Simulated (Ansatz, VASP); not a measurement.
One calculation of Zr, two programs

```xyz
1
Lattice="0.0000 2.3496 2.3496 2.3496 0.0000 2.3496 2.3496 2.3496 0.0000" Properties=species:S:1:pos:R:3 pbc="T T T"
Zr    0.0000    0.0000    0.0000
```

Alike in both runs: task single point; functional BLYP; k mesh 13 × 13 × 13; occupations fermi-dirac, width 0.1 eV; no spin polarisation.

|  | VASP | Ansatz |
| --- | --- | --- |
| version | VASP 6.6.1 | Ansatz 0.2.0 |
| potentials or method | VASP PAW PBE potentials, release 64 (Zr_sv), cutoff 520 eV | plane waves (420 eV) with PAW, scalar-relativistic |
| valence electrons in the cell | 12 | 12 |

```tsv
	VASP	Ansatz	Ansatz less VASP
pressure (GPa)	-5.5	-5.6	-0.10
```

VASP's potentials were made for PBE, not for BLYP. With one functional, cell and mesh, what is left measures potentials, basis and numerics.
